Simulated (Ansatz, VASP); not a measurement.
**One calculation of HfC, two programs**

Contents of INCAR:

```
ALGO = Normal ; EDIFF = 1E-6
ENCUT = 600 ; GGA = PE
GGA_COMPAT = F ; ISIF = 2
ISMEAR = 1 ; LASPH = T
LCHARG = T ; LELF = T
LREAL = F ; LVHAR = T
LWAVE = F ; NBANDS = 14
NELM = 120 ; PREC = Accurate
SIGMA = 0.05
```

File KPOINTS:

```
k-points
0
Gamma
  12 12 12
```

File POSCAR:

```
HfC
1.0
    0.0000000000      2.3250000000      2.3250000000
    2.3250000000      0.0000000000      2.3250000000
    2.3250000000      2.3250000000      0.0000000000
Hf C
1 1
Direct
    0.5000000000      0.5000000000      0.5000000000
    0.0000000000      0.0000000000      0.0000000000
```

Input for Ansatz:

```yaml
crystal:
  lattice:
    bravais: fcc
    a: 4.65
  space_group: 225
  atoms:
    - { symbol: Hf, position: [0.5, 0.0, 0.0] }
    - { symbol: C, position: [0.0, 0.0, 0.0] }
  reduce_to_primitive: true
kpoints:
  mp_grid:
    grid: [12, 12, 12]
hamiltonian:
  xc: pbe
scf:
  occupations:
    method: cold
    width: 0.05
output:
  forces: true
  stress: true
```

Alike in both runs: task single point; functional PBE; k mesh 12 × 12 × 12; no spin polarisation.

|  | VASP | Ansatz |
| --- | --- | --- |
| version | VASP 6.6.1 | Ansatz 0.2.0 |
| potentials or method | VASP PAW PBE potentials, release 64 (Hf_pv, C) | plane waves, PAW |
| plane-wave cutoff (eV) | 600 | 420 |
| occupations | methfessel-paxton of order 1, width 0.05 eV | cold, width 0.05 eV |
| valence electrons in the cell | 14 | 30 |

|  | VASP | Ansatz | Ansatz less VASP |
| --- | --- | --- | --- |
| pressure (GPa) | -0.5 | 0.2 | +0.76 |

VASP's potentials hold 14 valence electrons a cell and Ansatz's 30, so a difference there can come from the potentials and not from the codes.

Spin-orbit coupling is off throughout.
